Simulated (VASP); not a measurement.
Mn, 4 atoms in the cell. Symmetry: P6_3/mmc, No. 194, hexagonal system. The conventional cell has a = 2.484 Å, b = 2.484 Å, c = 8.016 Å, α = 90.00°, β = 90.00°, γ = 120.00°. Mn (site symmetry -3m) has 12 Mn at 2.46 to 2.48 Å within 3.3 Å. Within 3.3 Å of Mn (site symmetry -6m2) lie 12 Mn at 2.46 to 2.48 Å. This isn't the form of Mn at room conditions, which is a 58-atom cubic cell.

```yaml
Program: VASP 6.6.1
Task: single point
Functional: PBE
Potentials_or_basis: VASP PAW PBE potentials, release 64 (Mn_pv)
Cutoff: 500 eV
k_mesh: 19 × 19 × 5
Occupations: fermi-dirac, width 0.05 eV
Spin: collinear spin, antiferromagnetic start
Starting_moments: "[3.0, 3.0, -3.0, -3.0] μB"
Dipole_correction: no
Further_INCAR_settings: ALGO = Normal; EDIFF = 1e-06; NBANDS = 38
```

Potentials or basis: VASP PAW PBE potentials, release 64 (Mn_pv).

Command:

```sh
$ cat potpaw_PBE.64/Mn_pv/POTCAR > POTCAR
$ mpirun -np 1 vasp_std > vasp.out
```

Hardware: 1 thread of Intel(R) Xeon(R) Platinum 8259CL CPU @ 2.50GHz (Skylake/Cascade Lake), with other jobs on the host.

Q: Estimate the wall time of this run.

A: It took 6.5 min on 1 thread of Intel(R) Xeon(R) Platinum 8259CL CPU @ 2.50GHz (Skylake/Cascade Lake) (shared host), peak memory 0.34 GiB. Counts: scf iterations 22, k points 120.
